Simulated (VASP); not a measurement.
# Mg (P6_3/mmc) in VASP: further runs, part 2 of 2

VASP 6.6.1.

### 5 Relaxation of cell and atoms, r2SCAN, target pressure 30 GPa, at which the enthalpy is minimised

The input, POSCAR:

```
Mg
1.0
    3.2093000000      0.0000000000      0.0000000000
   -1.6046500000      2.7793353284      0.0000000000
    0.0000000000      0.0000000000      5.2103000000
Mg
2
Direct
    0.6666666667      0.3333333333      0.7500000000
    0.3333333333      0.6666666667      0.2500000000
```

The input, INCAR.step1:

```
SYSTEM = Mg
ALGO = Normal
EDIFF = 1E-4
ENCUT = 600
GGA = PE
ISMEAR = -1
LASPH = .TRUE.
LCHARG = .FALSE.
LREAL = .FALSE.
LWAVE = .TRUE.
NELM = 60
PREC = Accurate
SIGMA = 0.05
```

The input, INCAR.step2:

```
SYSTEM = Mg
ALGO = Normal
EDIFF = 1E-6
EDIFFG = -0.01
ENCUT = 600
IBRION = 2
ISIF = 3
ISMEAR = -1
ISTART = 1
LASPH = .TRUE.
LCHARG = .FALSE.
LMIXTAU = .TRUE.
LREAL = .FALSE.
LWAVE = .FALSE.
METAGGA = R2SCAN
NELM = 60
NSW = 60
PREC = Accurate
PSTRESS = 300.0
SIGMA = 0.05
```

The input, KPOINTS:

```
k-points
0
G
  10 10 5
  0 0 0
```

Potentials or basis: VASP PAW PBE potentials, release 64 (Mg).

Launch:

```bash
cat potpaw_PBE.64/Mg/POTCAR > POTCAR
cp INCAR.step1 INCAR
mpirun -np 1 vasp_std > vasp.out
cp INCAR.step2 INCAR
mpirun -np 1 vasp_std > vasp.out
```

OUTCAR:

```text
SYSTEM = Mg
   EDIFF = 1E-6
   EDIFFG = -0.01
   ENCUT = 600
   IBRION = 2
   ISIF = 3
   ISMEAR = -1
   ISTART = 1
   LASPH = .TRUE.
   LREAL = .FALSE.
   METAGGA = R2SCAN
   NELM = 60
   NSW = 60
   PREC = Accurate
   PSTRESS = 300.0

 ion  position               nearest neighbor table
   1  0.667  0.333  0.750-   2 3.20   2 3.20   2 3.20   2 3.20   2 3.20   2 3.20
   2  0.333  0.667  0.250-   1 3.20   1 3.20   1 3.20   1 3.20   1 3.20   1 3.20

  LATTYP: Found a hexagonal cell.
 ALAT       =     3.2093000000
 C/A-ratio  =     1.6235004518

  Lattice vectors:

 A1 = (   3.2093000000,   0.0000000000,   0.0000000000)
 A2 = (  -1.6046500000,   2.7793353284,   0.0000000000)
 A3 = (   0.0000000000,   0.0000000000,   5.2103000000)

Analysis of symmetry for initial positions (statically):
=====================================================================
 Subroutine PRICEL returns:
 Original cell was already a primitive cell.

 Routine SETGRP: Setting up the symmetry group for a
 hexagonal supercell.

 Subroutine GETGRP returns: Found 24 space group operations
 (whereof 12 operations were pure point group operations)
 out of a pool of 24 trial point group operations.

The static configuration has the point symmetry D_3d.
 The point group associated with its full space group is D_6h.

Analysis of symmetry for dynamics (positions and initial velocities):
=====================================================================
 Subroutine PRICEL returns:
 Original cell was already a primitive cell.

 Routine SETGRP: Setting up the symmetry group for a
 hexagonal supercell.
[... 140 lines left out ...]
  volume of cell :       46.47
 maximum number of plane-waves:      1578
 NGX is ok and might be reduce to    28
   NGX = 13   NGY = 13   NGZ = 21

--------------------------------------- Ionic step        1  -------------------------------------------

 number of electron       4.0000000 magnetization

 Free energy of the ion-electron system (eV)
  ---------------------------------------------------
  ext. energy  EPLUGINS =         0.00000000
  ---------------------------------------------------
  free energy    TOTEN  =        -8.28265702 eV

  energy without entropy =       -8.27298220  energy(sigma->0) =       -8.27781961

 E-fermi :   2.6243     XC(G=0):  -9.0004

 val. band max:        2.6144653200   @ k =   0.4000   0.1000   0.4000
 cond. band min:       2.6563591016   @ k =   0.3000   0.3000   0.0000
 fundamental gap:      0.0418937816
 Fermi energy:         2.6243296424

 k-point     1 :       0.0000    0.0000    0.0000
  band No.  band energies     occupation
      1      -4.7521      2.00000
      2       0.6990      2.00000
      3       1.3864      2.00000
      4      14.2144      0.00000
      5      14.2144      0.00000
      6      14.3481      0.00000
[... 434 lines left out ...]
--------------------------------------- Ionic step        7  -------------------------------------------

 number of electron       4.0000000 magnetization

 Free energy of the ion-electron system (eV)
  ---------------------------------------------------
  ext. energy  EPLUGINS =         0.00000000
  ---------------------------------------------------
  free energy    TOTEN  =        -7.33096440 eV

  energy without entropy =       -7.32374307  energy(sigma->0) =       -7.32735373

 E-fermi :   5.1501     XC(G=0): -10.4118

 val. band max:        4.9136178277   @ k =   0.3000   0.3000   0.0000
 cond. band min:       5.1556559176   @ k =   0.3000   0.3000   0.2000
 fundamental gap:      0.2420380898
 Fermi energy:         5.1500506169

 k-point     1 :       0.0000    0.0000    0.0000
  band No.  band energies     occupation
      1      -4.2535      2.00000
      2       2.4347      2.00000
      3       3.8015      2.00000
      4      19.2940      0.00000
      5      19.2940      0.00000
      6      20.1504      0.00000
[... 240 lines left out ...]
  energy  without entropy=       -7.3237430689  energy(sigma->0) =       -7.32735373

  enthalpy is  TOTEN    =        -1.5117149615 eV   P V=        5.8192494342

 reached required accuracy - stopping structural energy minimisation
```

OSZICAR.step1:

```text
N       E                     dE             d eps       ncg     rms          rms(c)
DAV:   1     0.511409032049E+00    0.51141E+00   -0.14386E+03   504   0.538E+02
DAV:   2    -0.299493264401E+01   -0.35063E+01   -0.32937E+01   720   0.313E+01
DAV:   3    -0.302002543508E+01   -0.25093E-01   -0.23746E-01   708   0.343E+00
DAV:   4    -0.302009611249E+01   -0.70677E-04   -0.70676E-04   726   0.175E-01
DAV:   5    -0.302009631701E+01   -0.20452E-06   -0.20474E-06   678   0.771E-03    0.956E-01
DAV:   6    -0.301400733335E+01    0.60890E-02   -0.66402E-04   648   0.302E-01    0.612E-01
DAV:   7    -0.300653609209E+01    0.74712E-02   -0.25960E-03   570   0.526E-01    0.343E-02
DAV:   8    -0.300654863385E+01   -0.12542E-04   -0.13505E-05   486   0.337E-02
   1 F= -.30065486E+01 E0= -.30005943E+01  d E =-.119087E-01
```

It took 3.3 min on 1 thread of Intel Xeon 6975P-C, shared host; peak memory 0.2 GiB.

What came out:

* Free energy: -7.3310 eV
* Relaxed volume: 15.54 Å³/atom
* Relaxed cell: a = 2.803 Å, b = 2.803 Å, c = 4.568 Å, α = 90.00°, β = 90.00°, γ = 120.00°
* Space group after relaxing (to 0.05 Å): P6_3/mmc (No. 194)
* Energy change on relaxing (the enthalpy is what falls): +475.8 meV/atom
* Ionic steps: 7
* Pressure after relaxing: 30.0 GPa
* Band gap on the k mesh: zero (band 2 reaches 5.51 eV, above the bottom of band 3 at 3.80 eV)

The path:
| step | energy change (eV) | largest force (eV/Å) | pressure (GPa) | volume (Å³) |
| --- | --- | --- | --- | --- |
| 1 | 0.0000 | 0.0000 | -1.31 | 46.47 |
| 2 | 4.3812 | 0.0000 | 109.96 | 22.14 |
| 3 | 0.8287 | 0.0000 | 27.04 | 31.77 |
| 4 | 0.9243 | 0.0000 | 29.33 | 31.23 |
| 5 | 0.9737 | 0.0000 | 30.51 | 30.96 |
| 6 | 0.9357 | 0.0000 | 29.61 | 31.16 |
| 7 | 0.9517 | 0.0000 | 29.99 | 31.08 |

Final structure:
```
Mg
1.0
     2.80286    0.00000    0.00000
    -1.40143    2.42735    0.00000
     0.00000    0.00000    4.56796
Mg
2
Direct
  0.66667 0.33333 0.75000
  0.33333 0.66667 0.25000
```

Levels at points of the mesh, in eV from the Fermi level:
| k point | band 1 | band 2 | band 3 | band 4 | band 5 |
| --- | --- | --- | --- | --- | --- |
| (0.00, 0.00, 0.00) | -9.40 | -2.72 | -1.35 | 14.14 | 14.14 |
| (0.50, 0.00, 0.00) | -3.21 | -2.68 | 3.08 | 3.41 | 4.75 |

Caveat: the cell is relaxed towards a set pressure, so the enthalpy falls and the energy may rise; the volume moved by over 15 % at a fixed basis, so the end points are rough; the PAW data sets were made with another functional, which shifts forces and pressure a little.

### 6 Summary

```csv
cell,gap on the mesh (eV),pressure (GPa)
relaxed to 5 GPa,none,5.0
relaxed to 10 GPa,none,10.0
relaxed to 20 GPa,none,20.0
relaxed to 30 GPa,none,30.0
```

Alike in all rows: task relaxation of cell and atoms; level r2SCAN; potentials or basis VASP PAW PBE potentials, release 64 (Mg); no spin polarisation; k mesh 10 × 10 × 5; cutoff (eV) 600; smearing fermi-dirac 0.05 eV.

Caveats: the cell is relaxed towards a set pressure, so the enthalpy falls and the energy may rise; the PAW data sets were made with another functional, which shifts forces and pressure a little; the volume moved by over 15 % at a fixed basis, so the end points are rough (some runs).

Absolute energies hang on the potentials; compare differences alone.
